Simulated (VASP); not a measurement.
Set up this calculation in VASP 6.6.1, as the native input.

| Property | Result |
| --- | --- |
| Task | single point |
| Functional | PBEsol |
| Potentials or basis | VASP PAW PBE potentials, release 64 (In_d, P) |
| Cutoff | 520 eV |
| k mesh | 14 × 14 × 14 |
| Occupations | gaussian, width 0.05 eV |
| Spin | no spin polarisation |
| Dipole correction | no |
| Further INCAR settings | ALGO = Normal; EDIFF = 1e-06; NBANDS = 16 |

The structure of InP lies in POSCAR:

```
InP
1.0
    0.0000000000      2.7652363674      2.7652363674
    2.7652363674      0.0000000000      2.7652363674
    2.7652363674      2.7652363674      0.0000000000
In P
1 1
Direct
    0.0000000000      0.0000000000      0.0000000000
    0.5000000000      0.5000000000      0.5000000000
```

This cell differs from its parent crystal: volume scaled by 1.040.

These files were run (other wordings do the same):

INCAR

```
SYSTEM = InP
ALGO = Normal
EDIFF = 1E-6
ENCUT = 520
GGA = PS
ISIF = 2
ISMEAR = 0
LASPH = .TRUE.
LCHARG = .FALSE.
LREAL = .FALSE.
LWAVE = .FALSE.
NBANDS = 16
NELM = 60
PREC = Accurate
SIGMA = 0.05
```

KPOINTS

```
k-points
0
G
  14 14 14
  0 0 0
```

Potentials or basis: VASP PAW PBE potentials, release 64 (In_d, P).

The run is started by

```console
$ cat potpaw_PBE.64/In_d/POTCAR potpaw_PBE.64/P/POTCAR > POTCAR
$ mpirun -np 1 vasp_std > vasp.out
```

Results of the run:

The pressure is -3.0 GPa and the band gap on the k mesh is zero (band 9 reaches 7.30 eV, above the bottom of band 10 at 4.61 eV).

Caveat: the PAW data sets were made with another functional, which shifts forces and pressure a little; spin-orbit coupling is left out, which moves the levels of the heavy elements.

It took 49 s on 1 thread of Intel(R) Xeon(R) Platinum 8559C (Emerald Rapids), on a shared host, peak memory 0.21 GiB.
